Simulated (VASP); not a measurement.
Write the native input for VASP 6.6.1 that does the following.

```yaml
Task: single point
Functional: PBE
Potentials_or_basis: VASP PAW PBE potentials, release 64 (Ni)
Cutoff: 600 eV
k_mesh: 18 × 18 × 18
Occupations: methfessel-paxton, width 0.1 eV
Spin: collinear spin, ferromagnetic start
Starting_moments: "[0.81] μB"
Dipole_correction: no
Further_INCAR_settings: ALGO = Normal; EDIFF = 1e-06; NBANDS = 15
```

The structure of Ni lies in POSCAR:

```
Ni
1.0
    0.0000000000      1.7588703510      1.7588703510
    1.7588703510      0.0000000000      1.7588703510
    1.7588703510      1.7588703510      0.0000000000
Ni
1
Direct
    0.0000000000      0.0000000000      0.0000000000
```

One way to write it, as run:

INCAR

```
PREC = Accurate ; ENCUT = 600
EDIFF = 1E-6 ; ISMEAR = 1
SIGMA = 0.1 ; LREAL = False
LASPH = True ; NELM = 200
ALGO = Normal ; ISIF = 2
LWAVE = False ; LCHARG = False
ISPIN = 2 ; MAGMOM = 0.81
LORBIT = 11 ; LMAXMIX = 4
GGA = PE ; NBANDS = 15
GGA_COMPAT = False
```

KPOINTS

```
regular mesh
0
Gamma
  18 18 18
```

Potentials or basis: VASP PAW PBE potentials, release 64 (Ni).

Launch:

```sh
$ cat potpaw_PBE.64/Ni/POTCAR > POTCAR
$ mpirun -np 1 vasp_std > vasp.out
```

It gave:

```yaml
Pressure: -0.2 GPa
Net_moment: 0.62 μB per cell
Site_moments: Ni +0.63 μB
Valence_electrons_inside_the_program's_atomic_spheres: Ni 9.31
```

Run time: 110 s on 1 thread of Intel Xeon 8259CL (shared host), peak memory 0.18 GiB.
